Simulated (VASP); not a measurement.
Set up this calculation in VASP 6.6.1, as the native input.

```yaml
Task: single point
Functional: PBE
Dispersion: D3(BJ)
Potentials_or_basis: VASP PAW PBE potentials, release 64 (In_d, Se)
Cutoff: 520 eV
k_mesh: 9 × 9 × 2
Occupations: gaussian, width 0.03 eV
Spin: no spin polarisation
Dipole_correction: no
Further_INCAR_settings: ALGO = Normal; EDIFF = 1e-06; NBANDS = 48
```

The structure of InSe lies in POSCAR:

```
InSe
1.0
   -4.0317714842      0.0000000000      0.0000000000
   -2.0158857421     -3.4916165276      0.0000000000
    0.0000000000      0.0000000000     16.4623716544
In Se
4 4
Direct
    0.3333333333      0.3333333333      0.1696952696
    0.6666666667      0.6666666667      0.6788069579
    0.3333333333      0.3333333333      0.3394164188
    0.6666666667      0.6666666667      0.8485281071
    0.3333333333      0.3333333333      0.6006205775
    0.6666666667      0.6666666667      0.0915088891
    0.3333333333      0.3333333333      0.9267144876
    0.6666666667      0.6666666667      0.4176027992
```

This cell differs from its parent crystal: the distance across one plane changed.

These files were run (other wordings do the same):

INCAR

```
PREC = Accurate ; ENCUT = 520
EDIFF = 1E-6 ; ISMEAR = 0
SIGMA = 0.03 ; LREAL = False
LASPH = True ; NELM = 80
ALGO = Normal ; ISIF = 2
LWAVE = False ; LCHARG = False
GGA = PE ; IVDW = 12
NBANDS = 48
```

KPOINTS

```
regular mesh
0
Gamma
  9 9 2
```

Potentials or basis: VASP PAW PBE potentials, release 64 (In_d, Se).

Run with:

```bash
$ cat potpaw_PBE.64/In_d/POTCAR potpaw_PBE.64/Se/POTCAR > POTCAR
$ mpirun -np 1 vasp_std > vasp.out
```

Results of the run:

```
Pressure                   : 0.3 GPa
Largest force              : 0.152 eV/Å
Band gap on the k mesh     : 0.29 eV
Dispersion energy per atom : -0.303 eV
```

Caveat: the cell differs from its parent crystal (the distance across one plane changed); spin-orbit coupling is left out, which moves the levels of the heavy elements.

It took 8 min on 1 thread of Intel Xeon 8259CL, on a shared host, peak memory 0.46 GiB.
